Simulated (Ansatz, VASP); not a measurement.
Two plane-wave programs on Sb

Contents of INCAR:

```
ALGO = Normal
EDIFF = 1E-6
ENCUT = 500
GGA_COMPAT = False
ISIF = 2
ISMEAR = 0
LASPH = True
LCHARG = False
LREAL = False
LWAVE = False
NBANDS = 22
NELM = 120
PREC = Accurate
SIGMA = 0.1
```

KPOINTS

```
k-points
0
Gamma
  6 6 6
```

The input POSCAR:

```
Sb
1.0
    2.1506000000      1.2416494900      3.7440000000
   -2.1506000000      1.2416494900      3.7440000000
    0.0000000000     -2.4832989800      3.7440000000
Sb
2
Direct
    0.2336400000      0.2336400000      0.2336400000
    0.7663600000      0.7663600000      0.7663600000
```

Input for Ansatz:

```yaml
crystal:
  lattice:
    - [2.1506, 1.24164949, 3.744]
    - [-2.1506, 1.24164949, 3.744]
    - [0.0, -2.48329898, 3.744]
  atoms:
    - { symbol: Sb, position: [0.23364, 0.23364, 0.23364] }
    - { symbol: Sb, position: [0.76636, 0.76636, 0.76636] }
basis:
  ecutwfc: 420
kpoints:
  mp_grid: { grid: [6, 6, 6] }
hamiltonian:
  xc: lda
  pseudopotentials: { kind: paw, azcp: { folder: soft_1 } }
scf:
  occupations: { method: gaussian, width: 0.1 }
output:
  forces: true
  stress: true
  eigenvalues: true
```

Alike in both runs: task single point; functional LDA; k mesh 6 × 6 × 6; occupations gaussian, width 0.1 eV; no spin polarisation.

|  | VASP | Ansatz |
| --- | --- | --- |
| version | VASP 6.6.1 | Ansatz 0.2.0 |
| potentials or method | VASP PAW LDA potentials, release 64 (Sb_d_GW), cutoff 500 eV | scalar-relativistic, plane waves, PAW |
| valence electrons in the cell | 30 | 30 |

VASP gave:

| Property | Result |
| --- | --- |
| gap on the k mesh at the Fermi level (eV) | none |
| pressure (GPa) | -0.8 |
| traceless stress, the component that is largest in VASP (GPa) | -0.15 |
| rms of the force components (eV/Å) | 0.029 |

Which values does Ansatz return?

gap on the k mesh at the Fermi level (eV): none; pressure (GPa): -0.8; traceless stress, the component that is largest in VASP (GPa): -0.13; rms of the force components (eV/Å): 0.034.

Ansatz warns that its potentials were made for another functional, while VASP's fit it. LDA's correlation is that of Perdew and Zunger in VASP and of Perdew and Wang (1992) in Ansatz. Atom by atom the forces differ by 0.005 eV/Å (rms over components). A gap of «none» marks a metal or a gap that the smearing closes.

Neither program's run includes spin-orbit coupling.
